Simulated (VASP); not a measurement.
# BaTiO3 (P4mm) in VASP: further runs, part 2 of 2

VASP 6.6.1. Earlier steps stand in the parts before.

## Step 3: Single point, PBE

This run uses another cell than the first one, of 13.37 Å³/atom, 1.046 times its volume.

Contents of INCAR:

```
SYSTEM = BaTiO3
  PREC = Accurate
  ENCUT = 520
  EDIFF = 1E-6
  ISMEAR = -1
  SIGMA = 0.05
  LREAL = .False.
  LASPH = .True.
  NELM = 80
  ALGO = Normal
  ISIF = 2
  LWAVE = .False.
  LCHARG = .False.
  GGA = PE
  NBANDS = 28
```

Contents of KPOINTS:

```
regular mesh
0
Gamma
  4 4 4
  0 0 0
```

Contents of POSCAR:

```
BaTiO3
1.0
    3.9832601113      0.0000000000      0.0000000000
    0.0000000000      3.9832601113      0.0000000000
    0.0000000000      0.0000000000      4.2125272012
Ba Ti O
1 1 3
Direct
    0.0000000000      0.0000000000     -0.0118329108
    0.5000000000      0.5000000000      0.4711716319
    0.5000000000      0.5000000000      0.0417010415
    0.5000000000      0.0000000000      0.5209801187
    0.0000000000      0.5000000000      0.5209801187
```

Potentials or basis: VASP PAW PBE potentials, release 64 (Ba_sv, Ti_sv, O).

Launch:

```sh
cat potpaw_PBE.64/Ba_sv/POTCAR potpaw_PBE.64/Ti_sv/POTCAR potpaw_PBE.64/O/POTCAR > POTCAR
mpirun -np 1 vasp_std > vasp.out
```

OUTCAR:

```text
SYSTEM = BaTiO3
   PREC = Accurate
   ENCUT = 520
   EDIFF = 1E-6
   ISMEAR = -1
   LREAL = .False.
   LASPH = .True.
   NELM = 80
   ISIF = 2
   GGA = PE

 ion  position               nearest neighbor table
   1  0.000  0.000  0.988-   4 2.80   5 2.80   5 2.80   4 2.80   3 2.83   3 2.83   3 2.83   3 2.83
                             4 3.00   5 3.00   5 3.00   4 3.00   2 3.47   2 3.47   2 3.47   2 3.47
   2  0.500  0.500  0.471-   3 1.81   4 2.00   5 2.00   4 2.00   5 2.00   3 2.40   1 3.47   1 3.47
                             1 3.47   1 3.47   1 3.56   1 3.56   1 3.56   1 3.56
   3  0.500  0.500  0.042-   2 1.81   2 2.40   1 2.83   1 2.83   1 2.83   1 2.83
   4  0.500  0.000  0.521-   2 2.00   2 2.00   1 2.80   1 2.80   1 3.00   1 3.00
   5  0.000  0.500  0.521-   2 2.00   2 2.00   1 2.80   1 2.80   1 3.00   1 3.00

  LATTYP: Found a simple tetragonal cell.
 ALAT       =     3.9832601113
 C/A-ratio  =     1.0575576496

  Lattice vectors:

 A1 = (   3.9832601113,   0.0000000000,   0.0000000000)
 A2 = (   0.0000000000,   3.9832601113,   0.0000000000)
 A3 = (   0.0000000000,   0.0000000000,   4.2125272012)

Analysis of symmetry for initial positions (statically):
[... 172 lines left out ...]
 E-fermi :   4.6461     XC(G=0): -11.0136

 val. band max:        3.7435905084   @ k =   0.5000   0.5000   0.5000
 cond. band min:       5.5341162923   @ k =   0.0000   0.0000   0.0000
 fundamental gap:      1.7905257839
 Fermi energy:         4.6460749770

 k-point     1 :       0.0000    0.0000    0.0000
  band No.  band energies     occupation
      1     -52.9087      2.00000
      2     -29.2484      2.00000
      3     -29.1063      2.00000
      4     -29.1063      2.00000
      5     -21.4623      2.00000
      6     -13.2779      2.00000
[... 547 lines left out ...]
     27      11.1623      0.00000
     28      11.3256      0.00000

------------------------ aborting loop because EDIFF is reached ----------------------------------------

  FORCE on cell =-STRESS in cart. coord.  units (eV):
  Direction    XX          YY          ZZ          XY          YZ          ZX
  --------------------------------------------------------------------------------------
  -------------------------------------------------------------------------------------
  Total        0.6353214      0.6353214      0.6887077      0.0000000      0.0000000      0.0000000
  in kB       15.2294422     15.2294422     16.5091780      0.0000000      0.0000000      0.0000000
  external PRESSURE =      15.6560208 kB  Pullay stress =       0.0000000 kB

 VOLUME and BASIS-vectors are now :
 -----------------------------------------------------------------------------
  energy-cutoff  :      520.00
  volume of cell :       66.84
      direct lattice vectors                 reciprocal lattice vectors
     3.983260111  0.000000000  0.000000000     0.251050640  0.000000000  0.000000000
     0.000000000  3.983260111  0.000000000     0.000000000  0.251050640  0.000000000
     0.000000000  0.000000000  4.212527201     0.000000000  0.000000000  0.237387191

 POSITION                                       TOTAL-FORCE (eV/Angst)
 -----------------------------------------------------------------------------------
      0.00000      0.00000      4.16268        -0.000000      0.000000      0.054415
      1.99163      1.99163      1.98482         0.000000     -0.000000      0.080750
      1.99163      1.99163      0.17567         0.000000      0.000000     -0.085158
      1.99163      0.00000      2.19464         0.000000      0.000000     -0.025004
      0.00000      1.99163      2.19464         0.000000      0.000000     -0.025004
 -----------------------------------------------------------------------------------
    total drift:                                0.000000      0.000000      0.000492

  FREE ENERGIE OF THE ION-ELECTRON SYSTEM (eV)
  ---------------------------------------------------
  free  energy   TOTEN  =       -40.0383937268 eV

  energy  without entropy=      -40.0383937248  energy(sigma->0) =      -40.03839373
```

stdout:

```text
POSCAR found type information on POSCAR BaTiO
 POSCAR found :  3 types and       5 ions
 scaLAPACK will be used
 LDA part: xc-table for (Slater+PW92), standard interpolation
 POSCAR, INCAR and KPOINTS ok, starting setup
 FFT: planning ... GRIDC
 FFT: planning ... GRID_SOFT
 FFT: planning ... GRID
 WAVECAR not read
 entering main loop
```

It took 17 s on 1 thread of Intel Xeon 6975P-C (Granite Rapids), shared host; peak memory 0.19 GiB.

Results:

| Item | Value |
| --- | --- |
| Free energy | -40.0384 eV |
| Pressure | 1.6 GPa |
| Largest force | 0.085 eV/Å |
| Band gap on the k mesh | 1.79 eV, indirect (least direct gap 2.37 eV) |

Forces in eV/Å, atoms in the order of the input:
```
Ba   0.000  0.000  0.054
Ti   0.000  0.000  0.081
O    0.000  0.000 -0.085
O    0.000  0.000 -0.025
O    0.000  0.000 -0.025
```

Stress tensor (GPa, compression positive):
```
1.52 0.00 0.00
0.00 1.52 0.00
0.00 0.00 1.65
```

Levels at points of the mesh, in eV from the valence-band top:
```
           k point  band 17  band 18  band 19  band 20  band 21  band 22  band 23  band 24
(0.00, 0.00, 0.00)    -1.35    -0.97    -0.58    -0.58     1.79     2.47     2.47     4.01
(0.50, 0.00, 0.00)    -1.98    -1.72    -1.62    -1.37     2.54     3.41     3.53     4.08
(0.50, 0.50, 0.00)    -2.05    -1.17    -1.17    -0.06     3.56     3.56     3.90     4.05
(0.00, 0.00, 0.50)    -2.08    -2.01    -0.74    -0.74     1.91     3.44     3.44     4.01
(0.50, 0.00, 0.50)    -1.87    -1.20    -1.11    -0.54     3.45     3.47     3.69     4.78
(0.50, 0.50, 0.50)    -2.64    -0.48    -0.48     0.00     3.94     3.94     4.05     5.90
```

Caveat: spin-orbit coupling is left out, which moves the levels of the heavy elements.

## Step 4: Single point, PBE

Contents of INCAR:

```
PREC = Accurate
ENCUT = 910
EDIFF = 1E-6
ISMEAR = -1
SIGMA = 0.05
LREAL = F
LASPH = T
NELM = 120
ALGO = Normal
ISIF = 2
LWAVE = F
LCHARG = F
GGA = PE
NBANDS = 28
GGA_COMPAT = F
```

Contents of KPOINTS:

```
regular mesh
0
Gamma
  4 4 4
```

Contents of POSCAR:

```
BaTiO3
1.0
    3.9632551181      0.0000000000      0.0000000000
    0.0000000000      3.9632551181      0.0000000000
    0.0000000000      0.0000000000      4.0678796257
Ba Ti O
1 1 3
Direct
    0.0000000000      0.0000000000     -0.0029527571
    0.5000000000      0.5000000000      0.4803517170
    0.5000000000      0.5000000000      0.0291788781
    0.5000000000      0.0000000000      0.5182110810
    0.0000000000      0.5000000000      0.5182110810
```

Potentials or basis: VASP PAW PBE potentials, release 64 (Ba_sv, Ti_sv, O_h).

Launch:

```sh
cat potpaw_PBE.64/Ba_sv/POTCAR potpaw_PBE.64/Ti_sv/POTCAR potpaw_PBE.64/O_h/POTCAR > POTCAR
mpirun -np 1 vasp_std > vasp.out
```

It took 69 s on 1 thread of AMD EPYC 9R14 (Zen 4), shared host; peak memory 0.26 GiB.

It converged, with:

| Item | Value |
| --- | --- |
| Free energy | -39.9965 eV |
| Pressure | 6.4 GPa |
| Largest force | 0.039 eV/Å |
| Band gap on the k mesh | 1.82 eV, indirect (least direct gap 2.26 eV) |

Forces on the atoms (eV/Å):
```
Ba   0.000  0.000  0.039
Ti   0.000  0.000  0.028
O    0.000  0.000 -0.034
O    0.000  0.000 -0.016
O    0.000  0.000 -0.016
```

Levels at points of the mesh, in eV from the valence-band top:
```tsv
k point	band 16	band 17	band 18	band 19	band 20	band 21	band 22	band 23	band 24	band 25
(0.00, 0.00, 0.00)	-1.48	-1.26	-0.57	-0.44	-0.44	1.82	2.26	2.26	4.14	4.28
(0.50, 0.00, 0.00)	-2.02	-1.93	-1.74	-1.26	-1.06	2.37	3.57	3.64	4.20	5.88
(0.50, 0.50, 0.00)	-2.91	-1.87	-1.06	-1.06	-0.08	3.66	3.66	4.03	4.58	7.73
(0.00, 0.00, 0.50)	-2.06	-2.04	-2.03	-0.72	-0.72	1.97	3.59	3.59	4.14	6.12
(0.50, 0.00, 0.50)	-2.73	-1.77	-1.02	-0.98	-0.34	3.60	3.60	3.93	4.97	7.56
(0.50, 0.50, 0.50)	-2.52	-2.52	-0.26	-0.26	0.00	4.19	4.19	4.25	6.38	6.63
```

Caveat: the cutoff is under 1.25 times the usual one of these potentials, so pressure, stress and relaxed cells hold a basis-set (Pulay) error; spin-orbit coupling is left out, which moves the levels of the heavy elements. A k mesh can miss the band edges.

## Step 5: Overview

| potentials or basis | cell | cutoff (eV) | second run | gap on the mesh (eV) | pressure (GPa) | largest force (eV/Å) |
| --- | --- | --- | --- | --- | --- | --- |
| VASP PAW PBE potentials, release 64 (Ba_sv, Ti_sv, O) | a = 3.963, b = 3.963, c = 4.068 Å, 5 atoms | 520 | - | 1.82 | 6.8 | 0.06 |
| VASP PAW PBE potentials, release 64 (Ba_sv, Ti_sv, O) | a = 3.983, b = 3.983, c = 4.213 Å, 5 atoms | 520 | - | 1.79 | 1.6 | 0.09 |
| VASP PAW PBE potentials, release 64 (Ba_sv, Ti_sv, O_h) | a = 3.963, b = 3.963, c = 4.068 Å, 5 atoms | 910 | hard_potentials | 1.82 | 6.4 | 0.04 |

Alike in all rows: task single point; level PBE; no spin polarisation; k mesh 4 × 4 × 4; smearing fermi-dirac 0.05 eV.

Caveats: spin-orbit coupling is left out, which moves the levels of the heavy elements; the cutoff is under 1.25 times the usual one of these potentials, so pressure, stress and relaxed cells hold a basis-set (Pulay) error (some runs).

Absolute energies hang on the potentials; compare differences alone.
